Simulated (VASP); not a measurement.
# Os (P6_3/mmc) in VASP: notebook

Runs on Os. Level: LDA. Tasks: single point.

Program: VASP 6.6.1. These are calculated values, not measurements. Logs are shortened: lines on timing, memory, paths and dates and some standing lists are left out, and cuts for length are marked.

## (1) The cell of the first run

It takes space group P6_3/mmc (No. 194, hexagonal). Conventional cell: a = 2.715 Å, b = 2.715 Å, c = 4.293 Å, α = 90.00°, β = 90.00°, γ = 120.00°. Os (site symmetry -6m2) has 12 Os at 2.66 to 2.71 Å within 3.5 Å.

## (2) Single point, LDA

Input file INCAR:

```
PREC = Accurate ; ENCUT = 520
EDIFF = 1E-6 ; ISMEAR = -1
SIGMA = 0.05 ; LREAL = F
LASPH = T ; NELM = 60
ALGO = Normal ; ISIF = 2
LWAVE = F ; LCHARG = F
NBANDS = 15
```

Input file KPOINTS:

```
Automatic mesh
0
Gamma
  18 18 10
```

Input file POSCAR:

```
Os
1.0
    2.7147872332      0.0000000000      0.0000000000
   -1.3573936166      2.3510747098      0.0000000000
    0.0000000000      0.0000000000      4.2926626049
Os
2
Direct
    0.3333333333      0.6666666667      0.2500000000
    0.6666666667      0.3333333333      0.7500000000
```

Potentials or basis: VASP PAW LDA potentials, release 64 (Os).

On the command line:

```bash
> cat potpaw_LDA.64/Os/POTCAR > POTCAR
> mpirun -np 1 vasp_std > vasp.out
```

OUTCAR:

```text
PREC = Accurate
   ENCUT = 520
   EDIFF = 1E-6
   ISMEAR = -1
   LREAL = F
   LASPH = T
   NELM = 60
   ISIF = 2

 ion  position               nearest neighbor table
   1  0.333  0.667  0.250-   2 2.66   2 2.66   2 2.66   2 2.66   2 2.66   2 2.66
   2  0.667  0.333  0.750-   1 2.66   1 2.66   1 2.66   1 2.66   1 2.66   1 2.66

  LATTYP: Found a hexagonal cell.
 ALAT       =     2.7147872332
 C/A-ratio  =     1.5812151142

  Lattice vectors:

 A1 = (   2.7147872332,   0.0000000000,   0.0000000000)
 A2 = (  -1.3573936166,   2.3510747098,   0.0000000000)
 A3 = (   0.0000000000,   0.0000000000,   4.2926626049)

Analysis of symmetry for initial positions (statically):
=====================================================================
 Subroutine PRICEL returns:
 Original cell was already a primitive cell.

 Routine SETGRP: Setting up the symmetry group for a
 hexagonal supercell.

 Subroutine GETGRP returns: Found 24 space group operations
 (whereof 12 operations were pure point group operations)
 out of a pool of 24 trial point group operations.

The static configuration has the point symmetry D_3d.
 The point group associated with its full space group is D_6h.

Analysis of symmetry for dynamics (positions and initial velocities):
=====================================================================
 Subroutine PRICEL returns:
 Original cell was already a primitive cell.

 Routine SETGRP: Setting up the symmetry group for a
 hexagonal supercell.

 Subroutine GETGRP returns: Found 24 space group operations
 (whereof 12 operations were pure point group operations)
 out of a pool of 24 trial point group operations.

The dynamic configuration has the point symmetry D_3d.
 The point group associated with its full space group is D_6h.

 Subroutine INISYM returns: Found 24 space group operations
 (whereof 12 operations are pure point group operations),
 and found     1 'primitive' translations

----------------------------------------------------------------------------------------

                                     Primitive cell

  volume of cell :      27.3986

  direct lattice vectors                    reciprocal lattice vectors
     2.714787233  0.000000000  0.000000000     0.368352992  0.212668699  0.000000000
    -1.357393617  2.351074710  0.000000000     0.000000000  0.425337398  0.000000000
     0.000000000  0.000000000  4.292662605     0.000000000  0.000000000  0.232955648

  length of vectors
     2.714787233  2.714787233  4.292662605     0.425337398  0.425337398  0.232955648

  position of ions in fractional coordinates (direct lattice)
     0.333333333  0.666666667  0.250000000
     0.666666667  0.333333333  0.750000000

  ion indices of the primitive-cell ions
   primitive index   ion index
                 1           1
                 2           2

----------------------------------------------------------------------------------------

 KPOINTS: Automatic mesh

Automatic generation of k-mesh.
 Grid dimensions read from file:
 generate k-points for:   18   18   10

 Generating k-lattice:

  Cartesian coordinates                     Fractional coordinates (reciprocal lattice)
     0.020464055  0.011814928  0.000000000     0.055555556  0.000000000  0.000000000
     0.000000000  0.023629855  0.000000000     0.000000000  0.055555556  0.000000000
     0.000000000  0.000000000  0.023295565     0.000000000  0.000000000  0.100000000

  Length of vectors
     0.023629855  0.023629855  0.023295565

  Shift w.r.t. Gamma in fractional coordinates (k-lattice)
     0.000000000  0.000000000  0.000000000

 Subroutine IBZKPT returns following result:
 ===========================================

 Found    222 irreducible k-points:

 Following reciprocal coordinates:
            Coordinates               Weight
  0.000000  0.000000  0.000000      1.000000
  0.055556  0.000000  0.000000      6.000000
  0.111111  0.000000  0.000000      6.000000
  0.166667  0.000000  0.000000      6.000000
  0.222222  0.000000  0.000000      6.000000
  0.277778  0.000000  0.000000      6.000000
[... 16 lines left out ...]
  0.333333  0.111111  0.000000     12.000000
  0.388889  0.111111  0.000000     12.000000
 [... further k-points ...]
   k-points           NKPTS =    222   k-points in BZ     NKDIM =    222   number of bands    NBANDS=     15
   number of dos      NEDOS =    301   number of ions     NIONS =      2
   total plane-waves  NPLWV =  12800
   dimension x,y,z NGX =    20 NGY =   20 NGZ =   32
   dimension x,y,z NGXF=    40 NGYF=   40 NGZF=   64
   ions per type =               2
   NGX,Y,Z   is equivalent  to a cutoff of  12.25, 12.25, 12.39 a.u.
   NGXF,Y,Z  is equivalent  to a cutoff of  24.49, 24.49, 24.79 a.u.
 SYSTEM =  unknown system
   PREC   = accura    normal or accurate (medium, high low for compatibility)
   ISTART =      0    job   : 0-new  1-cont  2-samecut
   ICHARG =      2    charge: 1-file 2-atom 10-const
   ISPIN  =      1    spin polarized calculation?
   LNONCOLLINEAR =      F non collinear calculations
   LSORBIT =      F    spin-orbit coupling
   LASPH  =      T    aspherical Exc in radial PAW
   ENCUT  =  520.0 eV  38.22 Ry    6.18 a.u.   5.05  5.05  7.98*2*pi/ulx,y,z
   NELM   =     60;   NELMIN=  2; NELMDL= -5     # of ELM steps
   EDIFF  = 0.1E-05   stopping-criterion for ELM
   LREAL  =      F    real-space projection
   EDIFFG = 0.1E-04   stopping-criterion for IOM
   NSW    =      0    number of steps for IOM
   IBRION =     -1    ionic relax: 0-MD 1-quasi-New 2-CG
   NFREE  =      0    steps in history (QN), initial steepest desc. (CG)
   ISIF   =      2    stress and relaxation
   ISYM   =      2    0-nonsym 1-usesym 2-fastsym
   POTIM  = 0.5000    time-step for ionic-motion
   TEBEG  =    0.0;   TEEND  =   0.0 temperature during run
   PSTRESS=    0.0 pullay stress
   NELECT =      16.0000    total number of electrons
   NUPDOWN=      -1.0000    fix difference up-down
   EMIN   =  10.00;   EMAX   =-10.00  energy-range for DOS
   EFERMI =   0.00;   METHOD = LEGACY
   ISMEAR =    -1;   SIGMA  =   0.05  broadening in eV -4-tet -1-fermi 0-gaus
   EFERMI_NEDOS =   21; number of points for ismear=-14 and -15
   IALGO  =     38    algorithm
   IMIX   =      4    mixing-type and parameters
     AMIX     =   0.40;   BMIX     =  1.00
     AMIX_MAG =   1.60;   BMIX_MAG =  1.00
  volume/ion in A,a.u.               =      13.70        92.45
  Fermi-wavevector in a.u.,A,eV,Ry     =   1.368375  2.585854 25.476235  1.872450
  Thomas-Fermi vector in A             =   2.494345
   LORBIT       =      0    0 simple, 1 ext, 2 COOP (PROOUT), +10 PAW based schemes
   GGA     = CA    functional components
   LHFCALC =     F    Hartree Fock is set to
   AEXX    =    0.0000 exact exchange contribution
   IVDW    =     0    specifies the selected vdW correction
   LEPSILON=     F    determine dielectric tensor
   LRPA    =     F    only Hartree local field effects (RPA)
 non-spin polarized calculation
  energy-cutoff  :      520.00
  volume of cell :       27.40
 maximum number of plane-waves:       756
   NGX = 11   NGY = 11   NGZ = 15

 number of electron      15.9999998 magnetization

 Free energy of the ion-electron system (eV)
  ---------------------------------------------------
  ext. energy  EPLUGINS =         0.00000000
  ---------------------------------------------------
  free energy    TOTEN  =       -25.30879658 eV

  energy without entropy =      -25.29716515  energy(sigma->0) =      -25.30298087

 E-fermi :   9.7109     XC(G=0): -14.2982

 val. band max:        9.6928458715   @ k =   0.2222   0.0556   0.3000
 cond. band min:       9.7170463167   @ k =   0.2778   0.0000   0.1000
 fundamental gap:      0.0242004452
 Fermi energy:         9.7108997840

 k-point     1 :       0.0000    0.0000    0.0000
  band No.  band energies     occupation
      1      -1.3400      2.00000
      2       1.7519      2.00000
      3       6.5500      2.00000
      4       6.5500      2.00000
      5       6.8005      2.00000
      6       7.4162      2.00000
      7       7.4162      2.00000
      8       8.1012      2.00000
      9       8.1012      2.00000
     10       9.8548      0.10654
     11      11.4451      0.00000
     12      11.4451      0.00000
     13      19.0343      0.00000
     14      23.8304      0.00000
     15      26.5450      0.00000

 k-point     2 :       0.0556    0.0000    0.0000
  band No.  band energies     occupation
      1      -1.2111      2.00000
      2       1.8668      2.00000
      3       6.2538      2.00000
      4       6.6637      2.00000
      5       7.0619      2.00000
      6       7.3379      2.00000
      7       7.5225      2.00000
      8       7.9469      2.00000
      9       8.0076      2.00000
     10       9.2030      1.99992
     11      11.5112      0.00000
     12      12.2830      0.00000
     13      19.0268      0.00000
     14      24.1012      0.00000
     15      26.7152      0.00000

 k-point     3 :       0.1111    0.0000    0.0000
  band No.  band energies     occupation
      1      -0.8355      2.00000
      2       2.1884      2.00000
      3       5.8231      2.00000
      4       7.0003      2.00000
      5       7.0970      2.00000
      6       7.3396      2.00000
      7       7.4681      2.00000
      8       7.7599      2.00000
      9       7.8368      2.00000
     10       8.5118      2.00000
     11      11.6788      0.00000
     12      13.6853      0.00000
     13      18.9823      0.00000
     14      24.8426      0.00000
     15      27.1615      0.00000
[... 343 lines left out ...]
 k-point    23 :       0.3333    0.1111    0.0000
  band No.  band energies     occupation
      1       2.6560      2.00000
      2       2.9616      2.00000
      3       3.4580      2.00000
      4       5.7019      2.00000
      5       6.0466      2.00000
      6       7.2115      2.00000
      7       7.4006      2.00000
      8      10.4921      0.00000
      9      11.3263      0.00000
     10      12.2607      0.00000
     11      12.7179      0.00000
     12      18.4590      0.00000
     13      19.0553      0.00000
     14      21.3972      0.00000
     15      21.5110      0.00000

 k-point    24 :       0.3889    0.1111    0.0000
  band No.  band energies     occupation
      1       2.7364      2.00000
      2       2.8920      2.00000
      3       3.1829      2.00000
      4       5.9917      2.00000
      5       6.1881      2.00000
      6       7.0333      2.00000
      7       7.7326      2.00000
      8      11.3426      0.00000
      9      11.7923      0.00000
     10      12.2913      0.00000
     11      13.7720      0.00000
     12      16.8850      0.00000
     13      19.3662      0.00000
     14      20.4389      0.00000
     15      22.2743      0.00000

 [... further k-points ...]
[... 5 lines left out ...]
  --------------------------------------------------------------------------------------
  -------------------------------------------------------------------------------------
  Total        0.1744921      0.1744921      0.1551645      0.0000000      0.0000000      0.0000000
  in kB       10.2036899     10.2036899      9.0734829      0.0000000      0.0000000      0.0000000
  external PRESSURE =       9.8269542 kB  Pullay stress =       0.0000000 kB

 VOLUME and BASIS-vectors are now :
 -----------------------------------------------------------------------------
  energy-cutoff  :      520.00
  volume of cell :       27.40
      direct lattice vectors                 reciprocal lattice vectors
     2.714787233  0.000000000  0.000000000     0.368352992  0.212668699  0.000000000
    -1.357393617  2.351074710  0.000000000     0.000000000  0.425337398  0.000000000
     0.000000000  0.000000000  4.292662605     0.000000000  0.000000000  0.232955648

 POSITION                                       TOTAL-FORCE (eV/Angst)
 -----------------------------------------------------------------------------------
     -0.00000      1.56738      1.07317         0.000000      0.000000      0.000000
      1.35739      0.78369      3.21950        -0.000000     -0.000000      0.000000
 -----------------------------------------------------------------------------------
    total drift:                               -0.000000      0.000000     -0.000000

  FREE ENERGIE OF THE ION-ELECTRON SYSTEM (eV)
  ---------------------------------------------------
  free  energy   TOTEN  =       -25.3087965793 eV

  energy  without entropy=      -25.2971651532  energy(sigma->0) =      -25.30298087
```

Run time: 23 s. Hardware: 1 thread of Intel Xeon 6975P-C (Granite Rapids), shared host; peak memory 0.19 GiB.

Results:

```
Free energy            : -25.3088 eV
Pressure               : 1.0 GPa
Band gap on the k mesh : zero (band 8 reaches 11.82 eV, above the bottom of band 9 at 7.75 eV)
```

Caveat: spin-orbit coupling is left out, which moves the levels of the heavy elements.

(Part 1 of 2 ends here.)
